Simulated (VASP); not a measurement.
# Al3Cu (P4/mmm) in VASP: notebook, part 2 of 2

VASP 6.6.1. The steps go on from the part before.

## Step 3: Single point, PBEsol (strained)

File INCAR:

```
PREC = Accurate
ENCUT = 520
EDIFF = 1E-7
ISMEAR = 0
SIGMA = 0.1
LREAL = F
LASPH = T
NELM = 80
ALGO = Fast
ISIF = 2
LWAVE = F
LCHARG = F
GGA = PS
NBANDS = 18
```

File KPOINTS:

```
Automatic mesh
0
Gamma
  16 16 6
```

File POSCAR:

```
Al3Cu
1.0
    2.6754099401      0.0000000000      0.0000000000
    0.0000000000      2.6754099401      0.0000000000
    0.0000000000      0.0000000000      7.9110878525
Al Cu
3 1
Direct
    0.0000000000      0.0000000000      0.5000000000
    0.5000000000      0.5000000000      0.1978816960
    0.5000000000      0.5000000000      0.8021183040
    0.0000000000      0.0000000000      0.0000000000
```

Potentials or basis: VASP PAW PBE potentials, release 64 (Al, Cu).

The run is started by

```
> cat potpaw_PBE.64/Al/POTCAR potpaw_PBE.64/Cu/POTCAR > POTCAR
> mpirun -np 1 vasp_std > vasp.out
```

OUTCAR:

```text
PREC = Accurate
   ENCUT = 520
   EDIFF = 1E-7
   ISMEAR = 0
   LREAL = F
   LASPH = T
   NELM = 80
   ISIF = 2
   GGA = PS

 ion  position               nearest neighbor table
   1  0.000  0.000  0.500-   2 3.05   3 3.05   2 3.05   3 3.05   2 3.05   3 3.05   2 3.05   3 3.05

   2  0.500  0.500  0.198-   4 2.46   4 2.46   4 2.46   4 2.46   1 3.05   1 3.05   1 3.05   1 3.05
                             3 3.13
[... 710 lines left out ...]
  Direction    XX          YY          ZZ          XY          YZ          ZX
  --------------------------------------------------------------------------------------
  -------------------------------------------------------------------------------------
  Total        5.0604165      5.0604165      0.5082928      0.0000000      0.0000000     -0.0000000
  in kB      143.1792100    143.1792100     14.3816139      0.0000000      0.0000000     -0.0000000
  external PRESSURE =     100.2466780 kB  Pullay stress =       0.0000000 kB

 VOLUME and BASIS-vectors are now :
 -----------------------------------------------------------------------------
  energy-cutoff  :      520.00
  volume of cell :       56.63
      direct lattice vectors                 reciprocal lattice vectors
     2.675409940  0.000000000  0.000000000     0.373774495  0.000000000  0.000000000
     0.000000000  2.675409940  0.000000000     0.000000000  0.373774495  0.000000000
     0.000000000  0.000000000  7.911087852     0.000000000  0.000000000  0.126404866

 POSITION                                       TOTAL-FORCE (eV/Angst)
 -----------------------------------------------------------------------------------
      0.00000      0.00000      3.95554         0.000000     -0.000000      0.000000
      1.33770      1.33770      1.56546         0.000000      0.000000      1.494945
      1.33770      1.33770      6.34563        -0.000000      0.000000     -1.494945
      0.00000      0.00000      0.00000         0.000000     -0.000000      0.000000
 -----------------------------------------------------------------------------------
    total drift:                               -0.000000      0.000000     -0.000000

  FREE ENERGIE OF THE ION-ELECTRON SYSTEM (eV)
  ---------------------------------------------------
  free  energy   TOTEN  =       -16.5266845265 eV

  energy  without entropy=      -16.5223829345  energy(sigma->0) =      -16.52453373
```

stdout:

```text
POSCAR found type information on POSCAR AlCu
 POSCAR found :  2 types and       4 ions
 scaLAPACK will be used
 -----------------------------------------------------------------------------
|                                                                             |
|                                                                             |
|     You enforced a specific xc type in the INCAR file but a different       |
|     I HOPE YOU KNOW WHAT YOU ARE DOING!                                     |
|                                                                             |
 -----------------------------------------------------------------------------

 LDA part: xc-table for (Slater+PW92), standard interpolation
 POSCAR, INCAR and KPOINTS ok, starting setup
 FFT: planning ... GRIDC
 FFT: planning ... GRID_SOFT
 FFT: planning ... GRID
 WAVECAR not read
 entering main loop
```

Wall time 5.3 min (1 thread of Intel Xeon 8259CL, shared host); peak memory 0.29 GiB.

Results:

| Item | Value |
| --- | --- |
| Free energy | -16.5267 eV |
| Pressure | 10.0 GPa |
| Largest force | 1.495 eV/Å |
| Band gap on the k mesh | zero (bands 10 and 11 overlap by 5.45 eV) |

Forces in eV/Å, atoms in the order of the input:
```
Al   0.000  0.000  0.000
Al   0.000  0.000  1.495
Al   0.000  0.000 -1.495
Cu   0.000  0.000  0.000
```

Stress tensor (GPa, compression positive):
```
14.32  0.00  0.00
 0.00 14.32  0.00
 0.00  0.00  1.44
```

Levels at points of the mesh, in eV from the Fermi level:
```tsv
k point	band 8	band 9	band 10	band 11	band 12	band 13
(0.00, 0.00, 0.00)	-3.86	-2.62	-0.79	7.35	7.64	7.64
(0.50, 0.00, 0.00)	-4.20	-4.00	-2.34	-2.33	2.08	2.75
(0.50, 0.50, 0.00)	0.11	0.11	0.26	0.52	0.92	0.92
(0.00, 0.00, 0.50)	-4.17	-3.86	2.44	4.07	7.35	7.82
(0.50, 0.00, 0.50)	-4.20	-2.96	-1.77	-1.18	-0.07	0.37
(0.50, 0.50, 0.50)	-0.87	-0.87	0.23	0.52	0.81	2.07
```

Caveat: the cell differs from its parent crystal (strained); the stress differs along the axes, from 1 to 14 GPa; the PAW data sets were made with another functional, which shifts forces and pressure a little.

## Step 4: Single point, PBEsol (strained)

File INCAR:

```
PREC = Accurate ; ENCUT = 520
EDIFF = 1E-7 ; ISMEAR = 0
SIGMA = 0.1 ; LREAL = False
LASPH = True ; NELM = 80
ALGO = Fast ; ISIF = 2
LWAVE = False ; LCHARG = False
GGA = PS ; NBANDS = 18
```

File KPOINTS:

```
regular mesh
0
Gamma
  16 16 6
```

File POSCAR:

```
Al3Cu
1.0
    2.8156916303      0.0000000000      0.0000000000
    0.0000000000      2.8156916303      0.0000000000
    0.0000000000      0.0000000000      8.2904395907
Al Cu
3 1
Direct
    0.0000000000      0.0000000000      0.5000000000
    0.5000000000      0.5000000000      0.1790591533
    0.5000000000      0.5000000000      0.8209408467
    0.0000000000      0.0000000000      0.0000000000
```

The run is started by

```
> cat potpaw_PBE.64/Al/POTCAR potpaw_PBE.64/Cu/POTCAR > POTCAR
> mpirun -np 1 vasp_std > vasp.out
```

Wall time 6 min (1 thread of Intel Xeon 8259CL, shared host); peak memory 0.33 GiB.

The run converged. Its results:

```yaml
Free_energy: -16.2843 eV
Pressure: -0.7 GPa
Largest_force: 1.587 eV/Å
Band_gap_on_the_k_mesh: zero (bands 10 and 11 overlap by 4.97 eV)
```

Forces on the atoms (eV/Å):
```
Al   0.000  0.000  0.000
Al   0.000  0.000  1.587
Al   0.000  0.000 -1.587
Cu   0.000  0.000  0.000
```

Stress tensor (GPa, compression positive):
```
 0.45  0.00  0.00
 0.00  0.45  0.00
 0.00  0.00 -3.12
```

Levels at points of the mesh, in eV from the Fermi level:
```tsv
k point	band 6	band 7	band 8	band 9	band 10	band 11	band 12	band 13	band 14	band 15
(0.00, 0.00, 0.00)	-4.33	-4.33	-4.01	-2.04	-0.98	6.21	6.21	7.15	7.36	7.93
(0.50, 0.00, 0.00)	-4.23	-3.83	-3.77	-3.57	-2.74	-2.10	2.06	2.13	3.70	3.74
(0.50, 0.50, 0.00)	-2.63	-2.63	0.05	0.20	0.20	0.55	1.09	1.09	1.31	1.94
(0.00, 0.00, 0.50)	-4.33	-4.33	-4.01	-3.74	2.30	3.50	6.28	6.28	7.29	7.59
(0.50, 0.00, 0.50)	-4.52	-4.23	-3.84	-3.11	-1.92	-0.86	-0.06	0.17	6.87	7.11
(0.50, 0.50, 0.50)	-2.55	-2.55	-0.44	-0.44	0.36	0.45	0.78	1.06	2.66	2.66
```

Caveat: the cell differs from its parent crystal (strained); the PAW data sets were made with another functional, which shifts forces and pressure a little.

## Step 5: The runs side by side

```tsv
cell	further INCAR settings	gap on the mesh (eV)	pressure (GPa)	largest force (eV/Å)
a = 2.716, b = 2.716, c = 7.233 Å, 4 atoms, atomic positions A	ALGO = Fast; EDIFF = 1e-06; NBANDS = 18	none	15.9	3.12
a = 2.675, b = 2.675, c = 7.911 Å, 4 atoms, atomic positions B	ALGO = Fast; EDIFF = 1e-07; NBANDS = 18	none	10.0	1.49
a = 2.816, b = 2.816, c = 8.290 Å, 4 atoms, atomic positions C	ALGO = Fast; EDIFF = 1e-07; NBANDS = 18	none	-0.7	1.59
```

Alike in all rows: task single point; level PBEsol; potentials or basis VASP PAW PBE potentials, release 64 (Al, Cu); no spin polarisation; k mesh 16 × 16 × 6; cutoff (eV) 520; smearing gaussian 0.1 eV.

Caveats: the PAW data sets were made with another functional, which shifts forces and pressure a little; the stress differs along the axes, from 14 to 19 GPa (at least some runs); the stress differs along the axes, from 1 to 14 GPa (at least some runs).

Absolute energies hang on the potentials; compare differences alone.
